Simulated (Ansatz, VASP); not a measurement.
One calculation of ZrC, two programs

```
Zr C
1.0
     0.00000    2.36119    2.36119
     2.36119    0.00000    2.36119
     2.36119    2.36119    0.00000
Zr C
1 1
Direct
  0.50000 0.50000 0.50000
  0.00000 0.00000 0.00000
```

Alike in both runs: task single point; functional PBE; k mesh 16 × 16 × 16; occupations gaussian, width 0.1 eV; no spin polarisation.

|  | VASP | Ansatz |
| --- | --- | --- |
| version | VASP 6.6.1 | Ansatz 0.2.0 |
| potentials or method | VASP PAW PBE potentials, release 64 (Zr_sv, C), cutoff 520 eV | scalar-relativistic, plane waves, PAW |
| valence electrons in the cell | 16 | 16 |

```csv
,VASP,Ansatz,Ansatz less VASP
gap on the k mesh at the Fermi level (eV),none,none,-
pressure (GPa),-1.7,-1.9,-0.24
```

A gap of «none» marks a metal or a gap that the smearing closes.
